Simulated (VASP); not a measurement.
# BN (F-43m) in VASP: settings compared

Aim: see how the results for BN move with the level of theory and the settings. Levels: PBE, r2SCAN. Tasks: single point.

Program: VASP 6.6.1. These are calculated values, not measurements. Logs are shortened: lines on timing, memory, paths and dates and some standing lists are left out, and cuts for length are marked.

## (1) The cell of the first run

The structure is cubic, space group F-43m (No. 216). Conventional cell: a = 3.625 Å, b = 3.625 Å, c = 3.625 Å, α = 90.00°, β = 90.00°, γ = 90.00°. B (site symmetry -43m) has 4 N at 1.57 Å within 2.1 Å. Within 2.1 Å of N (site symmetry -43m) lie 4 B at 1.57 Å.

## (2) Single point, PBE

INCAR reads:

```
SYSTEM = BN
ALGO = Normal ; EDIFF = 1E-6
ENCUT = 520 ; GGA = PE
ISIF = 2 ; ISMEAR = 0
ISYM = 0 ; LASPH = .TRUE.
LCHARG = .FALSE. ; LREAL = .FALSE.
LWAVE = .FALSE. ; NBANDS = 11
NELM = 60 ; PREC = Accurate
SIGMA = 0.02
```

KPOINTS reads:

```
Automatic mesh
0
Gamma
  12 12 12
  0.5 0.5 0.5
```

POSCAR reads:

```
BN
1.0
    0.0000000000      1.8123485134      1.8123485134
    1.8123485134      0.0000000000      1.8123485134
    1.8123485134      1.8123485134      0.0000000000
B N
1 1
Direct
    0.0000000000      0.0000000000      0.0000000000
    0.7500000000      0.7500000000      0.7500000000
```

Potentials or basis: VASP PAW PBE potentials, release 64 (B, N).

Started as:

```bash
cat potpaw_PBE.64/B/POTCAR potpaw_PBE.64/N/POTCAR > POTCAR
mpirun -np 1 vasp_std > vasp.out
```

OUTCAR:

```text
SYSTEM = BN
   EDIFF = 1E-6
   ENCUT = 520
   GGA = PE
   ISIF = 2
   ISMEAR = 0
   ISYM = 0
   LASPH = .TRUE.
   LREAL = .FALSE.
   NELM = 60
   PREC = Accurate

 ion  position               nearest neighbor table
   1  0.000  0.000  0.000-   2 1.57   2 1.57   2 1.57   2 1.57
   2  0.750  0.750  0.750-   1 1.57   1 1.57   1 1.57   1 1.57

IMPORTANT INFORMATION: All symmetrisations will be switched off!
NOSYMM: (Re-)initialisation of all symmetry stuff for point group C_1.

----------------------------------------------------------------------------------------

                                     Primitive cell

  volume of cell :      11.9057

  direct lattice vectors                    reciprocal lattice vectors
     0.000000000  1.812348513  1.812348513    -0.275885127  0.275885127  0.275885127
     1.812348513  0.000000000  1.812348513     0.275885127 -0.275885127  0.275885127
     1.812348513  1.812348513  0.000000000     0.275885127  0.275885127 -0.275885127

  length of vectors
     2.563047847  2.563047847  2.563047847     0.477847057  0.477847057  0.477847057

  position of ions in fractional coordinates (direct lattice)
     0.000000000  0.000000000  0.000000000
     0.750000000  0.750000000  0.750000000

  ion indices of the primitive-cell ions
   primitive index   ion index
                 1           1
                 2           2

----------------------------------------------------------------------------------------

 KPOINTS: Automatic mesh

Automatic generation of k-mesh.
 Grid dimensions read from file:
 generate k-points for:   12   12   12

 Generating k-lattice:

  Cartesian coordinates                     Fractional coordinates (reciprocal lattice)
    -0.022990427  0.022990427  0.022990427     0.083333333  0.000000000  0.000000000
     0.022990427 -0.022990427  0.022990427     0.000000000  0.083333333  0.000000000
     0.022990427  0.022990427 -0.022990427     0.000000000  0.000000000  0.083333333

  Length of vectors
     0.039820588  0.039820588  0.039820588

  Shift w.r.t. Gamma in fractional coordinates (k-lattice)
     0.500000000  0.500000000  0.500000000

 Subroutine IBZKPT returns following result:
 ===========================================

 Found   3456 irreducible k-points:

 Following reciprocal coordinates:
            Coordinates               Weight
  0.041667  0.041667  0.041667      2.000000
  0.041667  0.000000  0.000000      2.000000
  0.000000  0.000000 -0.041667      2.000000
  0.000000  0.041667  0.000000      2.000000
  0.125000  0.041667  0.041667      2.000000
  0.041667  0.125000  0.041667      2.000000
[... 16 lines left out ...]
  0.000000  0.166667 -0.041667      2.000000
  0.166667  0.000000 -0.041667      2.000000
 [... further k-points ...]
   k-points           NKPTS =   3456   k-points in BZ     NKDIM =   3456   number of bands    NBANDS=     11
   number of dos      NEDOS =    301   number of ions     NIONS =      2
   total plane-waves  NPLWV =   8000
   dimension x,y,z NGX =    20 NGY =   20 NGZ =   20
   dimension x,y,z NGXF=    40 NGYF=   40 NGZF=   40
   ions per type =               1   1
   NGX,Y,Z   is equivalent  to a cutoff of  12.97, 12.97, 12.97 a.u.
   NGXF,Y,Z  is equivalent  to a cutoff of  25.95, 25.95, 25.95 a.u.
 SYSTEM =  BN
   PREC   = accura    normal or accurate (medium, high low for compatibility)
   ISTART =      0    job   : 0-new  1-cont  2-samecut
   ICHARG =      2    charge: 1-file 2-atom 10-const
   ISPIN  =      1    spin polarized calculation?
   LNONCOLLINEAR =      F non collinear calculations
   LSORBIT =      F    spin-orbit coupling
   LASPH  =      T    aspherical Exc in radial PAW
   ENCUT  =  520.0 eV  38.22 Ry    6.18 a.u.   4.77  4.77  4.77*2*pi/ulx,y,z
   NELM   =     60;   NELMIN=  2; NELMDL= -5     # of ELM steps
   EDIFF  = 0.1E-05   stopping-criterion for ELM
   LREAL  =      F    real-space projection
   EDIFFG = 0.1E-04   stopping-criterion for IOM
   NSW    =      0    number of steps for IOM
   IBRION =     -1    ionic relax: 0-MD 1-quasi-New 2-CG
   NFREE  =      0    steps in history (QN), initial steepest desc. (CG)
   ISIF   =      2    stress and relaxation
   ISYM   =      0    0-nonsym 1-usesym 2-fastsym
   POTIM  = 0.5000    time-step for ionic-motion
   TEBEG  =    0.0;   TEEND  =   0.0 temperature during run
   PSTRESS=    0.0 pullay stress
   NELECT =       8.0000    total number of electrons
   NUPDOWN=      -1.0000    fix difference up-down
   EMIN   =  10.00;   EMAX   =-10.00  energy-range for DOS
   EFERMI =   0.00;   METHOD = LEGACY
   ISMEAR =     0;   SIGMA  =   0.02  broadening in eV -4-tet -1-fermi 0-gaus
   EFERMI_NEDOS =   21; number of points for ismear=-14 and -15
   IALGO  =     38    algorithm
   IMIX   =      4    mixing-type and parameters
     AMIX     =   0.40;   BMIX     =  1.00
     AMIX_MAG =   1.60;   BMIX_MAG =  1.00
  volume/ion in A,a.u.               =       5.95        40.17
  Fermi-wavevector in a.u.,A,eV,Ry     =   1.433903  2.709684 27.974638  2.056078
  Thomas-Fermi vector in A             =   2.553370
   LORBIT       =      0    0 simple, 1 ext, 2 COOP (PROOUT), +10 PAW based schemes
   GGA     = PE    functional components
   LHFCALC =     F    Hartree Fock is set to
   AEXX    =    0.0000 exact exchange contribution
   IVDW    =     0    specifies the selected vdW correction
   LEPSILON=     F    determine dielectric tensor
   LRPA    =     F    only Hartree local field effects (RPA)
 non-spin polarized calculation
 Gauss-broadening in eV      SIGMA  =   0.02
  energy-cutoff  :      520.00
  volume of cell :       11.91
 maximum number of plane-waves:       331
   NGX =  9   NGY =  9   NGZ =  9

 number of electron       7.9999999 magnetization

 Free energy of the ion-electron system (eV)
  ---------------------------------------------------
  ext. energy  EPLUGINS =         0.00000000
  ---------------------------------------------------
  free energy    TOTEN  =       -17.45099435 eV

  energy without entropy =      -17.45099435  energy(sigma->0) =      -17.45099435

 E-fermi :   7.3885     XC(G=0): -12.7824

 val. band max:        7.2575270952   @ k =   0.0000   0.0417   0.0000
 cond. band min:      11.9054990139   @ k =  -0.4583   0.5000   0.0000
 fundamental gap:      4.6479719187
 Fermi energy:         7.3885067386

 k-point     1 :       0.0417    0.0417    0.0417
  band No.  band energies     occupation
      1     -12.7932      2.00000
      2       7.0620      2.00000
      3       7.2575      2.00000
      4       7.2575      2.00000
      5      16.1476      0.00000
      6      16.1571      0.00000
      7      16.1571      0.00000
      8      17.6694      0.00000
      9      31.8603      0.00000
     10      33.9022      0.00000
     11      33.9022      0.00000

 k-point     2 :       0.0417    0.0000    0.0000
  band No.  band energies     occupation
      1     -12.7932      2.00000
      2       7.0620      2.00000
      3       7.2575      2.00000
      4       7.2575      2.00000
      5      16.1476      0.00000
      6      16.1571      0.00000
      7      16.1571      0.00000
      8      17.6694      0.00000
      9      31.8603      0.00000
     10      33.9022      0.00000
     11      33.9022      0.00000

 k-point     3 :       0.0000    0.0000   -0.0417
  band No.  band energies     occupation
      1     -12.7932      2.00000
      2       7.0620      2.00000
      3       7.2575      2.00000
      4       7.2575      2.00000
      5      16.1476      0.00000
      6      16.1571      0.00000
      7      16.1571      0.00000
      8      17.6694      0.00000
      9      31.8603      0.00000
     10      33.9022      0.00000
     11      33.9022      0.00000

 k-point     4 :       0.0000    0.0417    0.0000
  band No.  band energies     occupation
      1     -12.7932      2.00000
      2       7.0620      2.00000
      3       7.2575      2.00000
      4       7.2575      2.00000
      5      16.1476      0.00000
      6      16.1571      0.00000
      7      16.1571      0.00000
      8      17.6694      0.00000
      9      31.8603      0.00000
     10      33.9022      0.00000
     11      33.9022      0.00000

 k-point     5 :       0.1250    0.0417    0.0417
  band No.  band energies     occupation
      1     -12.5698      2.00000
      2       6.0505      2.00000
      3       6.7513      2.00000
      4       7.1762      2.00000
      5      16.3124      0.00000
      6      16.3353      0.00000
      7      16.7496      0.00000
      8      18.3760      0.00000
      9      31.3223      0.00000
     10      31.6020      0.00000
     11      33.3255      0.00000

 k-point     6 :       0.0417    0.1250    0.0417
  band No.  band energies     occupation
      1     -12.5698      2.00000
      2       6.0505      2.00000
      3       6.7513      2.00000
      4       7.1762      2.00000
      5      16.3124      0.00000
      6      16.3353      0.00000
      7      16.7496      0.00000
      8      18.3760      0.00000
      9      31.3223      0.00000
     10      31.6020      0.00000
     11      33.3255      0.00000

 k-point     7 :       0.0417    0.0417    0.1250
  band No.  band energies     occupation
      1     -12.5698      2.00000
      2       6.0505      2.00000
      3       6.7513      2.00000
      4       7.1762      2.00000
      5      16.3124      0.00000
      6      16.3353      0.00000
      7      16.7496      0.00000
      8      18.3760      0.00000
      9      31.3223      0.00000
     10      31.6020      0.00000
     11      33.3255      0.00000

 k-point     8 :       0.0417    0.0000   -0.0833
  band No.  band energies     occupation
      1     -12.5698      2.00000
      2       6.0505      2.00000
      3       6.7513      2.00000
      4       7.1762      2.00000
      5      16.3124      0.00000
      6      16.3353      0.00000
      7      16.7496      0.00000
      8      18.3760      0.00000
      9      31.3223      0.00000
     10      31.6020      0.00000
     11      33.3255      0.00000
[... 141 lines left out ...]
 k-point    19 :       0.0417    0.0417    0.2083
  band No.  band energies     occupation
      1     -12.0197      2.00000
      2       3.9027      2.00000
      3       6.2133      2.00000
      4       6.7928      2.00000
      5      16.6776      0.00000
      6      16.9098      0.00000
      7      17.4118      0.00000
      8      19.6953      0.00000
      9      30.2351      0.00000
     10      30.4495      0.00000
     11      32.6190      0.00000

 k-point    20 :       0.0417    0.0000   -0.1667
  band No.  band energies     occupation
      1     -12.0197      2.00000
      2       3.9027      2.00000
      3       6.2133      2.00000
      4       6.7928      2.00000
      5      16.6776      0.00000
      6      16.9098      0.00000
      7      17.4118      0.00000
      8      19.6953      0.00000
      9      30.2351      0.00000
     10      30.4495      0.00000
     11      32.6190      0.00000

 k-point    21 :       0.2083    0.1667    0.1667
  band No.  band energies     occupation
      1     -12.0197      2.00000
      2       3.9027      2.00000
      3       6.2133      2.00000
      4       6.7928      2.00000
      5      16.6776      0.00000
      6      16.9098      0.00000
      7      17.4118      0.00000
      8      19.6953      0.00000
      9      30.2351      0.00000
     10      30.4495      0.00000
     11      32.6190      0.00000

 k-point    22 :       0.0417   -0.1667    0.0000
  band No.  band energies     occupation
      1     -12.0197      2.00000
      2       3.9027      2.00000
      3       6.2133      2.00000
      4       6.7928      2.00000
      5      16.6776      0.00000
      6      16.9098      0.00000
      7      17.4118      0.00000
      8      19.6953      0.00000
      9      30.2351      0.00000
     10      30.4495      0.00000
     11      32.6190      0.00000

 k-point    23 :       0.0000    0.1667   -0.0417
  band No.  band energies     occupation
      1     -12.0197      2.00000
      2       3.9027      2.00000
      3       6.2133      2.00000
      4       6.7928      2.00000
      5      16.6776      0.00000
      6      16.9098      0.00000
      7      17.4118      0.00000
      8      19.6953      0.00000
      9      30.2351      0.00000
     10      30.4495      0.00000
     11      32.6190      0.00000

 k-point    24 :       0.1667    0.0000   -0.0417
  band No.  band energies     occupation
      1     -12.0197      2.00000
      2       3.9027      2.00000
      3       6.2133      2.00000
      4       6.7928      2.00000
      5      16.6776      0.00000
      6      16.9098      0.00000
      7      17.4118      0.00000
      8      19.6953      0.00000
      9      30.2351      0.00000
     10      30.4495      0.00000
     11      32.6190      0.00000

 [... further k-points ...]

------------------------ aborting loop because EDIFF is reached ----------------------------------------

  FORCE on cell =-STRESS in cart. coord.  units (eV):
  Direction    XX          YY          ZZ          XY          YZ          ZX
  --------------------------------------------------------------------------------------
  -------------------------------------------------------------------------------------
  Total        0.0179978      0.0179978      0.0179976      0.0000002      0.0000003      0.0000001
  in kB        2.4219993      2.4220044      2.4219798      0.0000232      0.0000400      0.0000139
  external PRESSURE =       2.4219945 kB  Pullay stress =       0.0000000 kB

 VOLUME and BASIS-vectors are now :
 -----------------------------------------------------------------------------
  energy-cutoff  :      520.00
  volume of cell :       11.91
      direct lattice vectors                 reciprocal lattice vectors
     0.000000000  1.812348513  1.812348513    -0.275885127  0.275885127  0.275885127
     1.812348513  0.000000000  1.812348513     0.275885127 -0.275885127  0.275885127
     1.812348513  1.812348513  0.000000000     0.275885127  0.275885127 -0.275885127

 POSITION                                       TOTAL-FORCE (eV/Angst)
 -----------------------------------------------------------------------------------
      0.00000      0.00000      0.00000        -0.000000     -0.000001     -0.000001
      2.71852      2.71852      2.71852         0.000000      0.000001      0.000001
 -----------------------------------------------------------------------------------
    total drift:                                0.000000      0.000000      0.000000

  FREE ENERGIE OF THE ION-ELECTRON SYSTEM (eV)
  ---------------------------------------------------
  free  energy   TOTEN  =       -17.4509943473 eV

  energy  without entropy=      -17.4509943473  energy(sigma->0) =      -17.45099435
```

It took 7 min on 1 thread of Intel Xeon Platinum 8259CL at 2.50GHz (Skylake/Cascade Lake), shared host; peak memory 0.51 GiB.

What came out:

```yaml
Free_energy: -17.4510 eV
Pressure: 0.2 GPa
Band_gap_on_the_k_mesh: 4.65 eV (least direct gap 8.83 eV)
```

Caveat: a shifted mesh leaves out Γ, where band edges can lie.

## (3) Single point, r2SCAN

POSCAR reads:

```
BN
1.0
    0.0000000000      1.8123485119      1.8123485119
    1.8123485119      0.0000000000      1.8123485119
    1.8123485119      1.8123485119      0.0000000000
B N
1 1
Direct
    0.0000000000      0.0000000000      0.0000000000
    0.7500000000      0.7500000000      0.7500000000
```

INCAR.step1 reads:

```
SYSTEM = BN
ALGO = Normal ; EDIFF = 1E-5
ENCUT = 1460 ; GGA = PE
GGA_COMPAT = .False. ; ISMEAR = 0
LASPH = .True. ; LCHARG = .False.
LREAL = .False. ; LWAVE = .True.
NBANDS = 11 ; NELM = 120
PREC = Accurate ; SIGMA = 0.02
```

INCAR.step2 reads:

```
SYSTEM = BN
ALGO = Normal ; EDIFF = 1E-6
ENCUT = 1460 ; GGA_COMPAT = .False.
ISIF = 2 ; ISMEAR = 0
ISTART = 1 ; LASPH = .True.
LCHARG = .False. ; LMIXTAU = .True.
LREAL = .False. ; LWAVE = .False.
METAGGA = R2SCAN ; NBANDS = 11
NELM = 120 ; PREC = Accurate
SIGMA = 0.02
```

KPOINTS reads:

```
k-points
0
Gamma
  12 12 12
  0 0 0
```

Potentials or basis: VASP PAW PBE potentials, release 64 (B_h, N_h).

Started as:

```bash
cat potpaw_PBE.64/B_h/POTCAR potpaw_PBE.64/N_h/POTCAR > POTCAR
cp INCAR.step1 INCAR
mpirun -np 1 vasp_std > vasp.out
cp INCAR.step2 INCAR
mpirun -np 1 vasp_std > vasp.out
```

Wall time 59 s (1 thread of Intel Xeon Platinum 8559C (Emerald Rapids), shared host); peak memory 0.2 GiB.

The run converged. Its results:

- Free energy: -19.2016 eV
- Pressure: -5.2 GPa
- Band gap on the k mesh: 4.98 eV (least direct gap 9.51 eV)

Levels at points of the mesh, in eV from the valence-band top:
```csv
k point,band 2,band 3,band 4,band 5,band 6,band 7
"(0.00, 0.00, 0.00)",0.00,0.00,0.00,9.51,9.51,9.51
"(0.50, 0.00, 0.00)",-11.00,-2.00,-2.00,10.68,11.44,11.44
"(0.50, 0.50, 0.00)",-9.26,-5.05,-5.05,4.98,9.77,19.15
```

Caveat: the cell stands under tension; the PAW data sets were made with another functional, which shifts forces and pressure a little. A k mesh can miss the band edges.
